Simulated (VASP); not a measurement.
Runs of VASP 6.6.1 on GaP. The structure is that of space group F-43m (No. 216), or close to it. The cells are those of the table. 

```tsv
cell	gap on the mesh (eV)	pressure (GPa)
a = 3.693 Å, angles 60.0°, 2 atoms	1.62	14.9
a = 3.892 Å, angles 60.0°, 2 atoms	1.94	-2.5
a = 3.978 Å, angles 60.0°, 2 atoms	1.52	(b)
a = 3.930 Å, angles 60.0°, 2 atoms	1.84	(d)
a = 3.815 Å, angles 60.0°, 2 atoms	1.85	(a)
a = 3.775 Å, angles 60.0°, 2 atoms	(c)	6.2
a = 3.735 Å, angles 60.0°, 2 atoms	1.70	10.2
```

Alike in all rows: task single point; level r2SCAN; potentials or basis VASP PAW PBE potentials, release 64 (Ga_d, P); no spin polarisation; k mesh 8 × 8 × 8; cutoff (eV) 520; smearing gaussian 0.02 eV.

**Question.** Fill in the values left out.

**Answer.** (a) 2.9; (b) -6.7; (c) 1.78; (d) -4.5.

Caveats: the PAW data sets were made with another functional, which shifts forces and pressure a little.

A k mesh can miss the band edges, and the runs leave out spin-orbit coupling on Ga.
